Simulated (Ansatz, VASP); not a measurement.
# AlN in VASP and in Ansatz

File POSCAR:

```
AlN
1.0
    0.0000000000      2.2040185087      2.2040185087
    2.1849006282      0.0191178805      2.1849006282
    2.1849006282      2.1849006282      0.0191178805
Al N
1 1
Direct
    0.0000000000      0.0000000000      0.0000000000
    0.7500000000      0.7500000000      0.7500000000
```

The input INCAR.step1:

```
SYSTEM = AlN
PREC = Accurate ; ENCUT = 520
ISMEAR = 0 ; SIGMA = 0.05
LREAL = .False. ; LASPH = .True.
NELM = 100 ; NBANDS = 11
GGA = PE ; ALGO = Normal
EDIFF = 1E-4 ; LWAVE = .True.
LCHARG = .False.
```

The input INCAR.step2:

```
SYSTEM = AlN
PREC = Accurate ; ENCUT = 520
EDIFF = 1E-6 ; ISMEAR = 0
SIGMA = 0.05 ; LREAL = .False.
LASPH = .True. ; NELM = 100
ALGO = Normal ; ISIF = 2
LWAVE = .False. ; LCHARG = .True.
METAGGA = R2SCAN ; LMIXTAU = .True.
LELF = .True. ; LVHAR = .True.
NBANDS = 11 ; ISTART = 1
```

Contents of KPOINTS:

```
regular mesh
0
Gamma
  10 10 10
  0 0 0
```

Input for Ansatz:

```yaml
crystal:
  lattice:
    - [0.0, 2.2040185087, 2.2040185087]
    - [2.1849006282, 0.0191178805, 2.1849006282]
    - [2.1849006282, 2.1849006282, 0.0191178805]
  atoms:
    - { symbol: Al, position: [0.0, 0.0, 0.0] }
    - { symbol: "N", position: [0.75, 0.75, 0.75] }
basis:
  ecutwfc: 500
kpoints:
  mp_grid: { grid: [10, 10, 10] }
hamiltonian:
  xc: r2scan
scf:
  occupations: { method: gaussian, width: 0.05 }
output:
  forces: true
  stress: true
  eigenvalues: true
```

Change from the starting cell: strain +0.0175 x Voigt [0, 0, 0, 1, 0, 0], atoms carried along.

Alike in both runs: task single point; functional r2SCAN; k mesh 10 × 10 × 10; occupations gaussian, width 0.05 eV; no spin polarisation.

```csv
,VASP,Ansatz
version,VASP 6.6.1,Ansatz 0.2.0
potentials or method,"VASP PAW PBE potentials, release 64 (Al, N), cutoff 520 eV","scalar-relativistic, plane waves, PAW"
valence electrons in the cell,8,8
```

|  | VASP | Ansatz | Ansatz less VASP |
| --- | --- | --- | --- |
| gap on the k mesh at the Fermi level (eV) | 3.88 | 3.89 | +0.008 |
| least direct gap on the mesh (eV) | 4.83 | 4.79 | -0.038 |
| pressure (GPa) | -0.3 | 0.1 | +0.39 |
| traceless stress, the component that is largest in VASP (GPa) | -4.15 | -4.10 | +0.047 |
| rms of the force components (eV/Å) | 0.088 | 0.087 | -0.0015 |

VASP's potentials were made for PBE, not for r2SCAN. Atom by atom the forces differ by 0.002 eV/Å (rms over components).
